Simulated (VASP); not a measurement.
Set up this calculation in VASP 6.6.1, as the native input.

```yaml
Task: single point
Functional: PBEsol
Potentials_or_basis: VASP PAW PBE potentials, release 64 (Li_sv)
Cutoff: 520 eV
k_mesh: 18 × 18 × 18
Occupations: gaussian, width 0.05 eV
Spin: no spin polarisation
Dipole_correction: no
Further_INCAR_settings: ALGO = Normal; EDIFF = 1e-06; NBANDS = 8
```

The structure of Li lies in POSCAR:

```
Li
1.0
    0.0000000000      2.0707636999      2.0707636999
    2.0707636999      0.0000000000      2.0707636999
    2.0707636999      2.0707636999      0.0000000000
Li
1
Direct
    0.0000000000      0.0000000000      0.0000000000
```

This isn't the form of Li at room conditions, which is bcc.

These files were run (other wordings do the same):

INCAR

```
ALGO = Normal
EDIFF = 1E-6
ENCUT = 520
GGA = PS
ISIF = 2
ISMEAR = 0
LASPH = T
LCHARG = F
LREAL = F
LWAVE = F
NBANDS = 8
NELM = 60
PREC = Accurate
SIGMA = 0.05
```

KPOINTS

```
k-points
0
Gamma
  18 18 18
```

Potentials or basis: VASP PAW PBE potentials, release 64 (Li_sv).

Run with:

```bash
$ cat potpaw_PBE.64/Li_sv/POTCAR > POTCAR
$ mpirun -np 1 vasp_std > vasp.out
```

It gave:

The band gap on the k mesh is zero (an odd number of electrons rules out a gap without spin polarisation).

Wall time 26 s on 1 thread of Intel Xeon 8259CL (shared host), peak memory 0.14 GiB.
